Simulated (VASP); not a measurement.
Write the native input for VASP 6.6.1 that does the following.

| Quantity | Value |
| --- | --- |
| Task | single point |
| Functional | PBE |
| Potentials or basis | VASP PAW PBE potentials, release 64 (Pt, S) |
| Cutoff | 520 eV |
| k mesh | 5 × 5 × 1, shifted |
| Occupations | gaussian, width 0.1 eV |
| Spin | no spin polarisation |
| Dipole correction | yes |
| Further INCAR settings | ALGO = Normal; EDIFF = 1e-07; NBANDS = 75 |

The structure of Pt12S lies in POSCAR:

```
Pt12S
1.0
    5.6143281323      0.0000000000      0.0000000000
    0.0000000000      5.6143281323      0.0000000000
    0.0000000000      0.0000000000     19.3513792169
Pt S
12 1
Direct
    0.2500000000      0.2500000000      0.2067036130
    0.2500000000      0.7500000000      0.2067036130
    0.7500000000      0.2500000000      0.2067036130
    0.7500000000      0.7500000000      0.2067036130
    0.0000000000      0.0000000000      0.3062504943
    0.0000000000      0.5000000000      0.3062504943
    0.5000000000      0.0000000000      0.3062504943
    0.5000000000      0.5000000000      0.3062504943
    0.2500000000      0.2500000000      0.4057271127
    0.2500000000      0.7500000000      0.4057271127
    0.7500000000      0.2500000000      0.4057271127
    0.7500000000      0.7500000000      0.4057271127
    0.5000000000      0.5000000000      0.4739944207
```

The input as run:

INCAR

```
PREC = Accurate
ENCUT = 520
EDIFF = 1E-7
ISMEAR = 0
SIGMA = 0.1
LREAL = F
LASPH = T
NELM = 80
ALGO = Normal
ISIF = 2
LWAVE = F
LCHARG = F
LDIPOL = T
IDIPOL = 3
DIPOL = 0.5 0.5 0.319
GGA = PE
NBANDS = 75
```

KPOINTS

```
Automatic mesh
0
Gamma
  5 5 1
  0.5 0.5 0
```

Potentials or basis: VASP PAW PBE potentials, release 64 (Pt, S).

Command:

```bash
$ cat potpaw_PBE.64/Pt/POTCAR potpaw_PBE.64/S/POTCAR > POTCAR
$ mpirun -np 1 vasp_std > vasp.out
```

It gave:

```yaml
Largest_force: 1.325 eV/Å
Band_gap_on_the_k_mesh: zero (bands 63 and 64 overlap by 0.37 eV)
```

Caveat: spin-orbit coupling is left out, which moves the levels of the heavy elements.

It took 12 min on 1 thread of Intel(R) Xeon(R) Platinum 8488C (Sapphire Rapids), on a shared host, peak memory 0.65 GiB.
